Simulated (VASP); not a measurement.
## CsH: single point with LDA

CsH:

```
Cs H
1.0
     0.00000    3.06048    3.18800
     3.06048    0.00000    3.18800
     3.06048    3.06048    0.00000
Cs H
1 1
Direct
  0.00000 0.00000 0.00000
  0.50000 0.50000 0.50000
```

This cell differs from its parent crystal: strain -0.040 along x and y, +0.000 along z.

- Program: VASP 6.6.1
- Task: single point
- Functional: LDA
- Potentials or basis: VASP PAW LDA potentials, release 64 (Cs_sv, H)
- Cutoff: 520 eV
- k mesh: 8 × 8 × 8
- Occupations: gaussian, width 0.05 eV
- Spin: no spin polarisation

```yaml
Pressure: -0.5 GPa
Band_gap_on_the_k_mesh: 1.80 eV, direct
```

Stress tensor (GPa, compression positive):
```
-0.14  0.00  0.00
 0.00 -0.14  0.00
 0.00  0.00 -1.16
```

Levels at points of the mesh, in eV from the valence-band top:
| k point | band 2 | band 3 | band 4 | band 5 | band 6 | band 7 | band 8 | band 9 |
| --- | --- | --- | --- | --- | --- | --- | --- | --- |
| (0.00, 0.00, 0.00) | -7.90 | -7.85 | -7.85 | -2.06 | 4.81 | 5.03 | 5.03 | 5.74 |
| (0.50, 0.00, 0.00) | -8.97 | -8.03 | -7.95 | 0.00 | 1.80 | 4.34 | 4.64 | 7.22 |
| (0.50, 0.50, 0.00) | -8.82 | -8.17 | -8.17 | -1.48 | 2.74 | 5.36 | 8.27 | 8.54 |
| (0.50, 0.00, 0.50) | -8.79 | -8.27 | -8.23 | -1.49 | 2.62 | 5.74 | 7.98 | 8.09 |

Run time: 23 s on 1 thread of AMD EPYC 9R14 (Zen 4), with other jobs on the host, peak memory 0.16 GiB.

Caveat: the cell differs from its parent crystal (strain -0.040 along x and y, +0.000 along z); spin-orbit coupling is left out, which moves the levels of the heavy elements. A k mesh can miss the band edges.
